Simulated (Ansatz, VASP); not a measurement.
# One calculation of Os, two programs

```
Os
1.0
     2.69715    0.00000    0.00000
    -1.34857    2.33580    0.00000
     0.00000    0.00000    4.26132
Os
2
Direct
  0.33333 0.66667 0.25000
  0.66667 0.33333 0.75000
```

Change from the starting cell: volume scaled by 0.96.

Alike in both runs: task single point; functional PBEsol; k mesh 15 × 15 × 9; occupations fermi-dirac, width 0.05 eV; no spin polarisation.

```csv
,VASP,Ansatz
version,VASP 6.6.1,Ansatz 0.2.0
potentials or method,"VASP PAW PBE potentials, release 64 (Os), cutoff 520 eV","all-electron LAPW, scalar-relativistic"
```

Ansatz gave:

| Property | Result |
| --- | --- |
| pressure (GPa) | 16.0 |
| traceless stress, the component that is largest in VASP (GPa) | 1.17 |

Problem. Estimate VASP's values.

Solution. Pressure (GPa): 17.1; traceless stress, the component that is largest in VASP (GPa): 1.14.

VASP's potentials were made for PBE, not for PBEsol. Ansatz ran all-electron here, and VASP with PAW potentials.

Neither program's run includes spin-orbit coupling.
